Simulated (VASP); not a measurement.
# Rb (P6/mmm) in VASP: further runs

The runs below take Rb through single point, with PBE.

Program: VASP 6.6.1. These are calculated values, not measurements. Logs are shortened: lines on timing, memory, paths and dates and some standing lists are left out, and cuts for length are marked.

## (1) The cell of the first run

It takes space group P6/mmm (No. 191, hexagonal). The conventional cell has a = 4.802 Å, b = 4.802 Å, c = 4.514 Å, α = 90.00°, β = 90.00°, γ = 120.00°.

This isn't the form of Rb at room conditions, which is bcc.

## (2) Single point, PBE (90.13 Å³/atom)

File INCAR:

```
SYSTEM = Rb
ALGO = Normal
EDIFF = 1E-7
ENCUT = 520
GGA = PE
ISIF = 2
ISMEAR = -1
LASPH = .True.
LCHARG = .True.
LELF = .True.
LREAL = .False.
LVHAR = .True.
LWAVE = .False.
NBANDS = 10
NELM = 100
PREC = Accurate
SIGMA = 0.05
```

File KPOINTS:

```
k-points
0
Gamma
  9 9 8
  0 0 0
```

File POSCAR:

```
Rb
1.0
    4.8018706588      0.0000000000      0.0000000000
   -2.4009353294      4.1585419762      0.0000000000
    0.0000000000      0.0000000000      4.5137584192
Rb
1
Direct
    0.0000000000      0.0000000000      0.0000000000
```

Potentials or basis: VASP PAW PBE potentials, release 64 (Rb_sv).

Command:

```console
$ cat potpaw_PBE.64/Rb_sv/POTCAR > POTCAR
$ mpirun -np 1 vasp_std > vasp.out
```

OUTCAR:

```text
SYSTEM = Rb
   EDIFF = 1E-7
   ENCUT = 520
   GGA = PE
   ISIF = 2
   ISMEAR = -1
   LASPH = .True.
   LREAL = .False.
   NELM = 100
   PREC = Accurate

 ion  position               nearest neighbor table
   1  0.000  0.000  0.000-

  LATTYP: Found a hexagonal cell.
 ALAT       =     4.8018706588
 C/A-ratio  =     0.9400000000

  Lattice vectors:

 A1 = (   4.8018706588,   0.0000000000,   0.0000000000)
 A2 = (  -2.4009353294,   4.1585419762,   0.0000000000)
 A3 = (   0.0000000000,   0.0000000000,   4.5137584192)

Analysis of symmetry for initial positions (statically):
=====================================================================
 Subroutine PRICEL returns:
 Original cell was already a primitive cell.

 Routine SETGRP: Setting up the symmetry group for a
 hexagonal supercell.

 Subroutine GETGRP returns: Found 24 space group operations
 (whereof 24 operations were pure point group operations)
 out of a pool of 24 trial point group operations.

The static configuration has the point symmetry D_6h.

Analysis of symmetry for dynamics (positions and initial velocities):
=====================================================================
 Subroutine PRICEL returns:
 Original cell was already a primitive cell.

 Routine SETGRP: Setting up the symmetry group for a
 hexagonal supercell.

 Subroutine GETGRP returns: Found 24 space group operations
 (whereof 24 operations were pure point group operations)
 out of a pool of 24 trial point group operations.

The dynamic configuration has the point symmetry D_6h.

 Subroutine INISYM returns: Found 24 space group operations
 (whereof 24 operations are pure point group operations),
 and found     1 'primitive' translations

----------------------------------------------------------------------------------------

                                     Primitive cell

  volume of cell :      90.1343

  direct lattice vectors                    reciprocal lattice vectors
     4.801870659  0.000000000  0.000000000     0.208252173  0.120234448  0.000000000
    -2.400935329  4.158541976  0.000000000     0.000000000  0.240468896  0.000000000
     0.000000000  0.000000000  4.513758419     0.000000000  0.000000000  0.221544865

  length of vectors
     4.801870659  4.801870659  4.513758419     0.240468896  0.240468896  0.221544865

  position of ions in fractional coordinates (direct lattice)
     0.000000000  0.000000000  0.000000000

  ion indices of the primitive-cell ions
   primitive index   ion index
                 1           1

----------------------------------------------------------------------------------------

 KPOINTS: k-points

Automatic generation of k-mesh.
 Grid dimensions read from file:
 generate k-points for:    9    9    8

 Generating k-lattice:

  Cartesian coordinates                     Fractional coordinates (reciprocal lattice)
     0.023139130  0.013359383  0.000000000     0.111111111  0.000000000  0.000000000
     0.000000000  0.026718766  0.000000000     0.000000000  0.111111111  0.000000000
     0.000000000  0.000000000  0.027693108     0.000000000  0.000000000  0.125000000

  Length of vectors
     0.026718766  0.026718766  0.027693108

  Shift w.r.t. Gamma in fractional coordinates (k-lattice)
     0.000000000  0.000000000  0.000000000

 Subroutine IBZKPT returns following result:
 ===========================================

 Found     60 irreducible k-points:

 Following reciprocal coordinates:
            Coordinates               Weight
  0.000000  0.000000  0.000000      1.000000
  0.111111 -0.000000  0.000000      6.000000
  0.222222  0.000000  0.000000      6.000000
  0.333333 -0.000000  0.000000      6.000000
  0.444444  0.000000  0.000000      6.000000
  0.111111  0.111111  0.000000      6.000000
[... 16 lines left out ...]
  0.333333  0.222222  0.125000     24.000000
  0.333333  0.333333  0.125000      4.000000
 [... further k-points ...]
   k-points           NKPTS =     60   k-points in BZ     NKDIM =     60   number of bands    NBANDS=     10
   number of dos      NEDOS =    301   number of ions     NIONS =      1
   total plane-waves  NPLWV =  46656
   dimension x,y,z NGX =    36 NGY =   36 NGZ =   36
   dimension x,y,z NGXF=    72 NGYF=   72 NGZF=   72
   ions per type =               1
   NGX,Y,Z   is equivalent  to a cutoff of  12.46, 12.46, 13.26 a.u.
   NGXF,Y,Z  is equivalent  to a cutoff of  24.93, 24.93, 26.52 a.u.
 SYSTEM =  Rb
   PREC   = accura    normal or accurate (medium, high low for compatibility)
   ISTART =      0    job   : 0-new  1-cont  2-samecut
   ICHARG =      2    charge: 1-file 2-atom 10-const
   ISPIN  =      1    spin polarized calculation?
   LNONCOLLINEAR =      F non collinear calculations
   LSORBIT =      F    spin-orbit coupling
   LASPH  =      T    aspherical Exc in radial PAW
   ENCUT  =  520.0 eV  38.22 Ry    6.18 a.u.   8.93  8.93  8.39*2*pi/ulx,y,z
   NELM   =    100;   NELMIN=  2; NELMDL= -5     # of ELM steps
   EDIFF  = 0.1E-06   stopping-criterion for ELM
   LREAL  =      F    real-space projection
   EDIFFG = 0.1E-05   stopping-criterion for IOM
   NSW    =      0    number of steps for IOM
   IBRION =     -1    ionic relax: 0-MD 1-quasi-New 2-CG
   NFREE  =      0    steps in history (QN), initial steepest desc. (CG)
   ISIF   =      2    stress and relaxation
   ISYM   =      2    0-nonsym 1-usesym 2-fastsym
   POTIM  = 0.5000    time-step for ionic-motion
   TEBEG  =    0.0;   TEEND  =   0.0 temperature during run
   PSTRESS=    0.0 pullay stress
   NELECT =       9.0000    total number of electrons
   NUPDOWN=      -1.0000    fix difference up-down
   EMIN   =  10.00;   EMAX   =-10.00  energy-range for DOS
   EFERMI =   0.00;   METHOD = LEGACY
   ISMEAR =    -1;   SIGMA  =   0.05  broadening in eV -4-tet -1-fermi 0-gaus
   EFERMI_NEDOS =   21; number of points for ismear=-14 and -15
   IALGO  =     38    algorithm
   IMIX   =      4    mixing-type and parameters
     AMIX     =   0.40;   BMIX     =  1.00
     AMIX_MAG =   1.60;   BMIX_MAG =  1.00
  volume/ion in A,a.u.               =      90.13       608.26
  Fermi-wavevector in a.u.,A,eV,Ry     =   0.759496  1.435240  7.848313  0.576835
  Thomas-Fermi vector in A             =   1.858304
   LORBIT       =      0    0 simple, 1 ext, 2 COOP (PROOUT), +10 PAW based schemes
   GGA     = PE    functional components
[... 5 lines left out ...]
 non-spin polarized calculation
  energy-cutoff  :      520.00
  volume of cell :       90.13
 maximum number of plane-waves:      2451
 NGX is ok and might be reduce to    36
   NGX = 17   NGY = 17   NGZ = 17

 number of electron       9.0000000 magnetization

 Free energy of the ion-electron system (eV)
  ---------------------------------------------------
  ext. energy  EPLUGINS =         0.00000000
  ---------------------------------------------------
  free energy    TOTEN  =        -0.88557235 eV

  energy without entropy =       -0.87706464  energy(sigma->0) =       -0.88131849

 E-fermi :   0.0596     XC(G=0):  -5.4829

 val. band max:        0.0508006168   @ k =   0.4444   0.0000   0.1250
 cond. band min:       0.1103824389   @ k =   0.3333   0.1111   0.2500
 fundamental gap:      0.0595818221
 Fermi energy:         0.0596202291

 k-point     1 :       0.0000    0.0000    0.0000
  band No.  band energies     occupation
      1     -28.9361      2.00000
      2     -12.9666      2.00000
      3     -12.9666      2.00000
      4     -12.9651      2.00000
      5      -1.9379      2.00000
      6       2.4621      0.00000
      7       3.6386      0.00000
      8       3.6386      0.00000
      9       5.9635      0.00000
     10       6.1433      0.00000

 k-point     2 :       0.1111   -0.0000    0.0000
  band No.  band energies     occupation
      1     -28.9355      2.00000
      2     -12.9809      2.00000
      3     -12.9699      2.00000
      4     -12.9636      2.00000
      5      -1.8017      2.00000
      6       2.5141      0.00000
      7       3.2186      0.00000
      8       3.7561      0.00000
      9       5.3869      0.00000
     10       6.1116      0.00000

 k-point     3 :       0.2222    0.0000    0.0000
  band No.  band energies     occupation
      1     -28.9340      2.00000
      2     -13.0168      2.00000
      3     -12.9783      2.00000
      4     -12.9598      2.00000
      5      -1.4084      2.00000
      6       2.4464      0.00000
      7       2.6295      0.00000
      8       4.0914      0.00000
      9       4.8727      0.00000
     10       6.0045      0.00000

 k-point     4 :       0.3333   -0.0000    0.0000
  band No.  band energies     occupation
      1     -28.9322      2.00000
      2     -13.0569      2.00000
      3     -12.9878      2.00000
      4     -12.9555      2.00000
      5      -0.8032      2.00000
      6       1.6750      0.00000
      7       2.6169      0.00000
      8       4.5237      0.00000
      9       4.5816      0.00000
     10       5.6912      0.00000
[... 222 lines left out ...]
 k-point    22 :       0.2222    0.2222    0.1250
  band No.  band energies     occupation
      1     -28.9306      2.00000
      2     -13.0563      2.00000
      3     -13.0056      2.00000
      4     -12.9746      2.00000
      5      -0.3225      1.99904
      6       1.6899      0.00000
      7       2.4113      0.00000
      8       3.6480      0.00000
      9       4.8353      0.00000
     10       5.0295      0.00000

 k-point    23 :       0.3333    0.2222    0.1250
  band No.  band energies     occupation
      1     -28.9297      2.00000
      2     -13.0652      2.00000
      3     -13.0212      2.00000
      4     -12.9722      2.00000
      5       0.4015      0.00214
      6       1.1514      0.00000
      7       2.0220      0.00000
      8       3.9565      0.00000
      9       4.4440      0.00000
     10       5.1533      0.00000

 k-point    24 :       0.3333    0.3333    0.1250
  band No.  band energies     occupation
      1     -28.9294      2.00000
      2     -13.0475      2.00000
      3     -13.0475      2.00000
      4     -12.9714      2.00000
      5       1.0301      0.00000
      6       1.0301      0.00000
      7       1.4220      0.00000
      8       4.2449      0.00000
      9       4.2449      0.00000
     10       4.9115      0.00000

 [... further k-points ...]

------------------------ aborting loop because EDIFF is reached ----------------------------------------

  FORCE on cell =-STRESS in cart. coord.  units (eV):
  Direction    XX          YY          ZZ          XY          YZ          ZX
  --------------------------------------------------------------------------------------
  -------------------------------------------------------------------------------------
  Total        0.0772063      0.0772063      0.0807561      0.0000000     -0.0000000      0.0000000
  in kB        1.3723780      1.3723780      1.4354772      0.0000000     -0.0000000      0.0000000
  external PRESSURE =       1.3934110 kB  Pullay stress =       0.0000000 kB

 VOLUME and BASIS-vectors are now :
 -----------------------------------------------------------------------------
  energy-cutoff  :      520.00
  volume of cell :       90.13
      direct lattice vectors                 reciprocal lattice vectors
     4.801870659  0.000000000  0.000000000     0.208252173  0.120234448  0.000000000
    -2.400935329  4.158541976  0.000000000     0.000000000  0.240468896  0.000000000
     0.000000000  0.000000000  4.513758419     0.000000000  0.000000000  0.221544865

 POSITION                                       TOTAL-FORCE (eV/Angst)
 -----------------------------------------------------------------------------------
      0.00000      0.00000      0.00000         0.000000      0.000000      0.000000
 -----------------------------------------------------------------------------------
    total drift:                                0.000000     -0.000000     -0.000000

  FREE ENERGIE OF THE ION-ELECTRON SYSTEM (eV)
  ---------------------------------------------------
  free  energy   TOTEN  =        -0.8855723504 eV

  energy  without entropy=       -0.8770646365  energy(sigma->0) =       -0.88131849
```

Run time: 14 s. Hardware: 1 thread of Intel Xeon 6975P-C (Granite Rapids), shared host; peak memory 0.22 GiB.

Results:

```yaml
Free_energy: -0.8856 eV
Pressure: 0.1 GPa
Band_gap_on_the_k_mesh: zero (an odd number of electrons rules out a gap without spin polarisation)
```

## (3) Single point, PBE

This run uses another cell than the first one, of 94.88 Å³/atom.

File INCAR:

```
SYSTEM = Rb
ALGO = Normal
EDIFF = 1E-7
ENCUT = 520
GGA = PE
ISIF = 2
ISMEAR = -1
LASPH = .True.
LCHARG = .False.
LREAL = .False.
LWAVE = .False.
NBANDS = 10
NELM = 80
PREC = Accurate
SIGMA = 0.05
```

KPOINTS is that of step 2.

File POSCAR:

```
Rb
1.0
    4.8846778052      0.0000000000      0.0000000000
   -2.4423389026      4.2302550686      0.0000000000
    0.0000000000      0.0000000000      4.5915971368
Rb
1
Direct
    0.0000000000      0.0000000000      0.0000000000
```

Potentials or basis: VASP PAW PBE potentials, release 64 (Rb_sv).

Command:

```console
$ cat potpaw_PBE.64/Rb_sv/POTCAR > POTCAR
$ mpirun -np 1 vasp_std > vasp.out
```

OUTCAR:

```text
SYSTEM = Rb
   EDIFF = 1E-7
   ENCUT = 520
   GGA = PE
   ISIF = 2
   ISMEAR = -1
   LASPH = .True.
   LREAL = .False.
   NELM = 80
   PREC = Accurate

 ion  position               nearest neighbor table
   1  0.000  0.000  0.000-

  LATTYP: Found a hexagonal cell.
 ALAT       =     4.8846778052
 C/A-ratio  =     0.9400000000

  Lattice vectors:

 A1 = (   4.8846778052,   0.0000000000,   0.0000000000)
 A2 = (  -2.4423389026,   4.2302550686,   0.0000000000)
 A3 = (   0.0000000000,   0.0000000000,   4.5915971368)

Analysis of symmetry for initial positions (statically):
=====================================================================
 Subroutine PRICEL returns:
 Original cell was already a primitive cell.

 Routine SETGRP: Setting up the symmetry group for a
 hexagonal supercell.

 Subroutine GETGRP returns: Found 24 space group operations
 (whereof 24 operations were pure point group operations)
 out of a pool of 24 trial point group operations.

The static configuration has the point symmetry D_6h.

Analysis of symmetry for dynamics (positions and initial velocities):
[... 162 lines left out ...]

 k-point     1 :       0.0000    0.0000    0.0000
  band No.  band energies     occupation
      1     -29.0697      2.00000
      2     -13.1064      2.00000
      3     -13.1061      2.00000
      4     -13.1061      2.00000
      5      -1.9850      2.00000
      6       2.3450      0.00000
      7       3.4814      0.00000
      8       3.4814      0.00000
      9       5.6512      0.00000
     10       5.8938      0.00000
[... 287 lines left out ...]
 k-point    24 :       0.3333    0.3333    0.1250
  band No.  band energies     occupation
      1     -29.0645      2.00000
      2     -13.1741      2.00000
      3     -13.1741      2.00000
      4     -13.1119      2.00000
      5       0.9037      0.00000
      6       0.9037      0.00000
      7       1.2397      0.00000
      8       4.0626      0.00000
      9       4.0626      0.00000
     10       4.6706      0.00000

 [... further k-points ...]

------------------------ aborting loop because EDIFF is reached ----------------------------------------

  FORCE on cell =-STRESS in cart. coord.  units (eV):
  Direction    XX          YY          ZZ          XY          YZ          ZX
  --------------------------------------------------------------------------------------
  -------------------------------------------------------------------------------------
  Total       -0.0051545     -0.0051545      0.0129465      0.0000000     -0.0000000      0.0000000
  in kB       -0.0870426     -0.0870426      0.2186241      0.0000000     -0.0000000      0.0000000
  external PRESSURE =       0.0148463 kB  Pullay stress =       0.0000000 kB

 VOLUME and BASIS-vectors are now :
 -----------------------------------------------------------------------------
  energy-cutoff  :      520.00
  volume of cell :       94.88
      direct lattice vectors                 reciprocal lattice vectors
     4.884677805  0.000000000  0.000000000     0.204721793  0.118196182  0.000000000
    -2.442338903  4.230255069  0.000000000     0.000000000  0.236392365  0.000000000
     0.000000000  0.000000000  4.591597137     0.000000000  0.000000000  0.217789142

 POSITION                                       TOTAL-FORCE (eV/Angst)
 -----------------------------------------------------------------------------------
      0.00000      0.00000      0.00000        -0.000000      0.000000      0.000000
 -----------------------------------------------------------------------------------
    total drift:                                0.000000     -0.000000     -0.000000

  FREE ENERGIE OF THE ION-ELECTRON SYSTEM (eV)
  ---------------------------------------------------
  free  energy   TOTEN  =        -0.8876166478 eV

  energy  without entropy=       -0.8790527154  energy(sigma->0) =       -0.88333468
```

Run time: 14 s. Hardware: 1 thread of Intel Xeon 6975P-C (Granite Rapids), shared host; peak memory 0.22 GiB.

Results:

```
Free energy            : -0.8876 eV
Pressure               : 0.0 GPa
Band gap on the k mesh : zero (an odd number of electrons rules out a gap without spin polarisation)
```
